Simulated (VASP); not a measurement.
# InSe in VASP: single point with PBE+D3(BJ)

Aim: the single point of InSe with PBE+D3(BJ).

Program: VASP 6.6.1. These are calculated values, not measurements. Logs are shortened: lines on timing, memory, paths and dates and some standing lists are left out, and cuts for length are marked.

## (1) The cell of the first run

The cell holds a sheet with vacuum, 8 atoms: a = 4.000 Å, b = 4.030 Å, c = 51.200 Å, α = 90.00°, β = 90.00°, γ = 119.75°.

## (2) Single point, PBE+D3(BJ)

The input, INCAR:

```
  ALGO = Normal
  DIPOL = 0.5 0.5 0.310
  EDIFF = 1E-6
  ENCUT = 520
  GGA = PE
  IDIPOL = 3
  ISIF = 2
  ISMEAR = 0
  IVDW = 12
  LASPH = T
  LCHARG = T
  LDIPOL = T
  LELF = T
  LREAL = F
  LVACPOTAV = T
  LVHAR = T
  LWAVE = F
  NBANDS = 48
  NELM = 100
  PREC = Accurate
  SIGMA = 0.02
```

The input, KPOINTS:

```
k-points
0
Gamma
  10 10 1
```

The input, POSCAR:

```
InSe
1.0
    4.0000000000      0.0000000000      0.0000000000
   -2.0000000000      3.4987426313      0.0000000000
    0.0000000000      0.0000000000     51.2000000031
Se In
4 4
Direct
    0.3315314083      0.6630628167      0.1754387410
    0.3314610363      0.6629220726      0.2806480329
    0.0006428863      0.0012857725      0.3385172052
    0.0005095519      0.0010191039      0.4436940373
   -0.0005581247     -0.0011162494      0.2007969305
   -0.0005585062     -0.0011170124      0.2553525292
    0.6685622571      0.3371245142      0.3637798008
    0.6684094909      0.3368189819      0.4183352231
```

Potentials or basis: VASP PAW PBE potentials, release 64 (Se, In_d).

Command:

```
> cat potpaw_PBE.64/Se/POTCAR potpaw_PBE.64/In_d/POTCAR > POTCAR
> mpirun -np 1 vasp_std > vasp.out
```

OUTCAR:

```text
EDIFF = 1E-6
   ENCUT = 520
   GGA = PE
   ISIF = 2
   ISMEAR = 0
   IVDW = 12
   LASPH = T
   LREAL = F
   NELM = 100
   PREC = Accurate
 IVDW          = 12

 ion  position               nearest neighbor table
   1  0.332  0.663  0.175-   5 2.66   5 2.66   5 2.66
   2  0.331  0.663  0.281-   6 2.66   6 2.66   6 2.66
   3  0.001  0.001  0.339-   7 2.66   7 2.66   7 2.66
   4  0.001  0.001  0.444-   8 2.66   8 2.66   8 2.66
   5  0.999  0.999  0.201-   1 2.66   1 2.66   1 2.66   6 2.79
   6  0.999  0.999  0.255-   2 2.66   2 2.66   2 2.66   5 2.79
   7  0.669  0.337  0.364-   3 2.66   3 2.66   3 2.66   8 2.79
   8  0.668  0.337  0.418-   4 2.66   4 2.66   4 2.66   7 2.79

  LATTYP: Found a base centered orthorhombic cell.
 ALAT       =     4.0000000000
 B/A-ratio  =     1.7493713156
 C/A-ratio  =    12.8000000008

  Lattice vectors:

 A1 = (   2.0000000000,  -3.4987426313,   0.0000000000)
 A2 = (   2.0000000000,   3.4987426313,   0.0000000000)
 A3 = (   0.0000000000,   0.0000000000,  51.2000000031)

Analysis of symmetry for initial positions (statically):
=====================================================================
 Subroutine PRICEL returns:
 Original cell was already a primitive cell.

 Routine SETGRP: Setting up the symmetry group for a
 base centered orthorhombic supercell.

 Subroutine GETGRP returns: Found  2 space group operations
 (whereof  2 operations were pure point group operations)
 out of a pool of  8 trial point group operations.

The static configuration has the point symmetry C_1h.

Analysis of symmetry for dynamics (positions and initial velocities):
=====================================================================
 Subroutine PRICEL returns:
 Original cell was already a primitive cell.

 Routine SETGRP: Setting up the symmetry group for a
 base centered orthorhombic supercell.

 Subroutine GETGRP returns: Found  2 space group operations
 (whereof  2 operations were pure point group operations)
 out of a pool of  8 trial point group operations.

The dynamic configuration has the point symmetry C_1h.

 Subroutine INISYM returns: Found  2 space group operations
 (whereof  2 operations are pure point group operations),
 and found     1 'primitive' translations

----------------------------------------------------------------------------------------

                                     Primitive cell

  volume of cell :     716.5425

  direct lattice vectors                    reciprocal lattice vectors
     4.000000000  0.000000000  0.000000000     0.250000000  0.142908482  0.000000000
    -2.000000000  3.498742631  0.000000000     0.000000000  0.285816965  0.000000000
     0.000000000  0.000000000 51.200000003     0.000000000  0.000000000  0.019531250

  length of vectors
     4.000000000  4.030037221 51.200000003     0.287963252  0.285816965  0.019531250

  position of ions in fractional coordinates (direct lattice)
     0.331531408  0.663062817  0.175438741
     0.331461036  0.662922073  0.280648033
     0.000642886  0.001285772  0.338517205
     0.000509552  0.001019104  0.443694037
     0.999441875  0.998883751  0.200796930
     0.999441494  0.998882988  0.255352529
     0.668562257  0.337124514  0.363779801
     0.668409491  0.336818982  0.418335223

  ion indices of the primitive-cell ions
   primitive index   ion index
                 1           1
                 2           2
                 3           3
                 4           4
                 5           5
                 6           6
                 7           7
                 8           8

----------------------------------------------------------------------------------------

 KPOINTS: k-points

Automatic generation of k-mesh.
 Grid dimensions read from file:
 generate k-points for:   10   10    1

 Generating k-lattice:

  Cartesian coordinates                     Fractional coordinates (reciprocal lattice)
     0.025000000  0.014290848  0.000000000     0.100000000  0.000000000  0.000000000
     0.000000000  0.028581696  0.000000000     0.000000000  0.100000000  0.000000000
     0.000000000  0.000000000  0.019531250     0.000000000  0.000000000  1.000000000

  Length of vectors
     0.028796325  0.028581696  0.019531250

  Shift w.r.t. Gamma in fractional coordinates (k-lattice)
     0.000000000  0.000000000  0.000000000

 Subroutine IBZKPT returns following result:
 ===========================================

 Found     31 irreducible k-points:

 Following reciprocal coordinates:
            Coordinates               Weight
  0.000000  0.000000  0.000000      1.000000
  0.100000  0.000000  0.000000      4.000000
  0.200000  0.000000  0.000000      4.000000
  0.300000  0.000000  0.000000      4.000000
  0.400000  0.000000  0.000000      4.000000
  0.500000  0.000000  0.000000      2.000000
[... 16 lines left out ...]
  0.000000  0.300000  0.000000      2.000000
  0.100000  0.300000  0.000000      4.000000
 [... further k-points ...]
   k-points           NKPTS =     31   k-points in BZ     NKDIM =     31   number of bands    NBANDS=     48
   number of dos      NEDOS =    301   number of ions     NIONS =      8
   total plane-waves  NPLWV = 345600
   dimension x,y,z NGX =    30 NGY =   30 NGZ =  384
   dimension x,y,z NGXF=    60 NGYF=   60 NGZF=  768
   ions per type =               4   4
   NGX,Y,Z   is equivalent  to a cutoff of  12.47, 12.38, 12.47 a.u.
   NGXF,Y,Z  is equivalent  to a cutoff of  24.94, 24.75, 24.94 a.u.
 SYSTEM =  unknown system
   PREC   = accura    normal or accurate (medium, high low for compatibility)
   ISTART =      0    job   : 0-new  1-cont  2-samecut
   ICHARG =      2    charge: 1-file 2-atom 10-const
   ISPIN  =      1    spin polarized calculation?
   LNONCOLLINEAR =      F non collinear calculations
   LSORBIT =      F    spin-orbit coupling
   LASPH  =      T    aspherical Exc in radial PAW
   ENCUT  =  520.0 eV  38.22 Ry    6.18 a.u.   7.44  7.49 95.20*2*pi/ulx,y,z
   NELM   =    100;   NELMIN=  2; NELMDL= -5     # of ELM steps
   EDIFF  = 0.1E-05   stopping-criterion for ELM
   LREAL  =      F    real-space projection
   EDIFFG = 0.1E-04   stopping-criterion for IOM
   NSW    =      0    number of steps for IOM
   IBRION =     -1    ionic relax: 0-MD 1-quasi-New 2-CG
   NFREE  =      0    steps in history (QN), initial steepest desc. (CG)
   ISIF   =      2    stress and relaxation
   ISYM   =      2    0-nonsym 1-usesym 2-fastsym
   POTIM  = 0.5000    time-step for ionic-motion
   TEBEG  =    0.0;   TEEND  =   0.0 temperature during run
   PSTRESS=    0.0 pullay stress
   NELECT =      76.0000    total number of electrons
   NUPDOWN=      -1.0000    fix difference up-down
   EMIN   =  10.00;   EMAX   =-10.00  energy-range for DOS
   EFERMI =   0.00;   METHOD = LEGACY
   ISMEAR =     0;   SIGMA  =   0.02  broadening in eV -4-tet -1-fermi 0-gaus
   EFERMI_NEDOS =   21; number of points for ismear=-14 and -15
   IALGO  =     38    algorithm
   IMIX   =      4    mixing-type and parameters
     AMIX     =   0.40;   BMIX     =  1.00
     AMIX_MAG =   1.60;   BMIX_MAG =  1.00
  volume/ion in A,a.u.               =      89.57       604.43
  Fermi-wavevector in a.u.,A,eV,Ry     =   0.774935  1.464415  8.170632  0.600525
  Thomas-Fermi vector in A             =   1.877096
   LORBIT       =      0    0 simple, 1 ext, 2 COOP (PROOUT), +10 PAW based schemes
   GGA     = PE    functional components
   LHFCALC =     F    Hartree Fock is set to
   AEXX    =    0.0000 exact exchange contribution
   IVDW    =    12    specifies the selected vdW correction
   LEPSILON=     F    determine dielectric tensor
   LRPA    =     F    only Hartree local field effects (RPA)
 non-spin polarized calculation
 Gauss-broadening in eV      SIGMA  =   0.02
  energy-cutoff  :      520.00
  volume of cell :      716.54
 maximum number of plane-waves:     19429
 NGX is ok and might be reduce to    30
   NGX = 15   NGY = 15   NGZ =191

 dipolmoment           0.000000      0.000000     -0.000035 electrons x Angstroem

 number of electron      75.9999993 magnetization

 dipolmoment           0.000000      0.000000      0.000500 electrons x Angstroem

 Free energy of the ion-electron system (eV)
  ---------------------------------------------------
  ext. energy  EPLUGINS =         0.00000000
  ---------------------------------------------------
  free energy    TOTEN  =       -28.35398523 eV

  energy without entropy =      -28.35398523  energy(sigma->0) =      -28.35398523

 E-fermi :  -2.5049     XC(G=0):  -3.1324

 val. band max:       -2.6002317860   @ k =   0.1000   0.0000   0.0000
 cond. band min:      -1.5268596005   @ k =   0.0000   0.0000   0.0000
 fundamental gap:      1.0733721855
 Fermi energy:        -2.5049482352

 k-point     1 :       0.0000    0.0000    0.0000
  band No.  band energies     occupation
      1     -16.9773      2.00000
      2     -16.9695      2.00000
      3     -16.7950      2.00000
      4     -16.7925      2.00000
      5     -16.7871      2.00000
      6     -16.7847      2.00000
[... 40 lines left out ...]
     47       2.6469      0.00000
     48       2.6666      0.00000

 k-point     2 :       0.1000    0.0000    0.0000
  band No.  band energies     occupation
      1     -16.9767      2.00000
      2     -16.9689      2.00000
      3     -16.8279      2.00000
      4     -16.8194      2.00000
      5     -16.7927      2.00000
      6     -16.7848      2.00000
[... 40 lines left out ...]
     47       2.6904      0.00000
     48       2.7384      0.00000

 k-point     3 :       0.2000    0.0000    0.0000
  band No.  band energies     occupation
      1     -16.9846      2.00000
      2     -16.9770      2.00000
      3     -16.8941      2.00000
      4     -16.8838      2.00000
      5     -16.8309      2.00000
      6     -16.8216      2.00000
[... 1060 lines left out ...]
     47       2.3696      0.00000
     48       2.5063      0.00000

 k-point    24 :       0.1000    0.3000    0.0000
  band No.  band energies     occupation
      1     -17.0577      2.00000
      2     -17.0483      2.00000
      3     -16.9476      2.00000
      4     -16.9384      2.00000
      5     -16.9215      2.00000
      6     -16.9136      2.00000
[... 40 lines left out ...]
     47       2.1114      0.00000
     48       2.2076      0.00000

 [... further k-points ...]

------------------------ aborting loop because EDIFF is reached ----------------------------------------

 vacuum level on the upper side and lower side of the slab       (xc-potential included)        -0.119        -0.121

 Edisp (eV)   -2.08500

 E8    (eV) :    -0.9799

  FORCE on cell =-STRESS in cart. coord.  units (eV):
  Direction    XX          YY          ZZ          XY          YZ          ZX
  --------------------------------------------------------------------------------------
  -------------------------------------------------------------------------------------
  Total       0.68711     0.04148     0.03861     0.00000     0.00836     0.00000
  in kB       1.53638     0.09276     0.08634     0.00000     0.01869     0.00000
  external pressure =        0.57 kB  Pullay stress =        0.00 kB

 VOLUME and BASIS-vectors are now :
 -----------------------------------------------------------------------------
  energy-cutoff  :      520.00
  volume of cell :      716.54
      direct lattice vectors                 reciprocal lattice vectors
     4.000000000  0.000000000  0.000000000     0.250000000  0.142908482  0.000000000
    -2.000000000  3.498742631  0.000000000     0.000000000  0.285816965  0.000000000
     0.000000000  0.000000000 51.200000003     0.000000000  0.000000000  0.019531250

 POSITION                                       TOTAL-FORCE (eV/Angst)
 -----------------------------------------------------------------------------------
     -0.00000      2.31989      8.98246         0.000000      0.000210     -0.014512
      0.00000      2.31939     14.36918         0.000000      0.000431      0.014096
      0.00000      0.00450     17.33208         0.000000      0.000373     -0.013643
     -0.00000      0.00357     22.71713         0.000000      0.000283      0.014871
      2.00000      3.49484     10.28080         0.000000     -0.000560      0.012410
      2.00000      3.49483     13.07405         0.000000     -0.001053     -0.011647
      2.00000      1.17951     18.62553         0.000000      0.000098      0.011219
      2.00000      1.17844     21.41876         0.000000      0.000217     -0.012794
 -----------------------------------------------------------------------------------
    total drift:                                0.000000     -0.000496     -0.001102

  FREE ENERGIE OF THE ION-ELECTRON SYSTEM (eV)
  ---------------------------------------------------
  free  energy   TOTEN  =       -30.4389886368 eV

  energy  without entropy=      -30.4389886368  energy(sigma->0) =      -30.43898864

 vacuum level on the upper side and lower side of the slab         3.046         3.040
```

Wall time 55 min (1 thread of Oxide Virtual Turin-like, shared host); peak memory 1.2 GiB.

Results:

| Property | Result |
| --- | --- |
| Free energy | -30.4390 eV |
| Largest force | 0.015 eV/Å |
| Band gap on the k mesh | 1.07 eV (least direct gap 1.14 eV) |
| Dispersion energy per atom | -0.261 eV |
| Ionisation potential of the upper face | 5.65 eV |

Forces in eV/Å, atoms in the order of the input:
```
Se   0.000  0.000 -0.015
Se   0.000  0.000  0.014
Se   0.000  0.000 -0.014
Se   0.000  0.000  0.015
In   0.000 -0.001  0.012
In   0.000 -0.001 -0.012
In   0.000  0.000  0.011
In   0.000  0.000 -0.013
```

Caveat: spin-orbit coupling is left out, which moves the levels of the heavy elements.
